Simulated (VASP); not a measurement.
Here is a VASP 6.6.1 calculation.

File INCAR:

```
  ALGO = Normal
  EDIFF = 1E-6
  ENCUT = 520
  GGA = PE
  ISIF = 2
  ISMEAR = -1
  IVDW = 12
  LASPH = T
  LCHARG = F
  LREAL = F
  LWAVE = F
  NBANDS = 21
  NELM = 80
  PREC = Accurate
  SIGMA = 0.05
```

KPOINTS

```
k-points
0
Gamma
  6 6 6
```

Contents of POSCAR:

```
Ge
1.0
    0.0000000000      2.7776967199      2.7776967199
    2.7776967199      0.0000000000      2.7776967199
    2.7776967199      2.7776967199      0.0000000000
Ge
2
Direct
    0.0000000000      0.0000000000      0.0000000000
    0.2500000000      0.2500000000      0.2500000000
```

Potentials or basis: VASP PAW PBE potentials, release 64 (Ge_d).

The run is started by

```sh
$ cat potpaw_PBE.64/Ge_d/POTCAR > POTCAR
$ mpirun -np 1 vasp_std > vasp.out
```

(1) Predict the dispersion energy per atom.

(2) What does it give for the band gap on the k mesh?

(3) Estimate the pressure.

## Answers

(1) -0.314 eV.

(2) 0.36 eV, indirect (least direct gap 0.55 eV).

(3) 5.8 GPa.
